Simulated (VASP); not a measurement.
The system is AlN.

```
Al N
1.0
     0.00000    1.92055    1.92055
     1.92055    0.00000    1.92055
     1.92055    1.92055    0.00000
Al N
1 1
Cartesian
  0.0000 0.0000 0.0000
  1.9205 1.9205 1.9205
```

This cell differs from its parent crystal: strain -4.9%.

Base run:

| Quantity | Value |
| --- | --- |
| Program | VASP 6.6.1 |
| Functional | r2SCAN |
| Potentials or basis | VASP PAW PBE potentials, release 64 (Al, N) |
| Cutoff | 520 eV |
| k mesh | 10 × 10 × 10 |
| Occupations | gaussian, width 0.01 eV |
| Spin | no spin polarisation |

Its results: band gap on the k mesh 5.68 eV (least direct gap 9.00 eV); pressure 54.5 GPa.

Task: The run is repeated on the same cell with these changes: functional from r2SCAN to PBE; occupations from gaussian, width 0.01 eV to fermi-dirac, width 0.02 eV. What comes out?

Result: Band gap on the k mesh 4.99 eV (least direct gap 8.08 eV); pressure 61.5 GPa.

Caveats: the cell stands under pressure; the PAW data sets were made with another functional, which shifts forces and pressure a little (at least some runs).

A k mesh can miss the band edges.
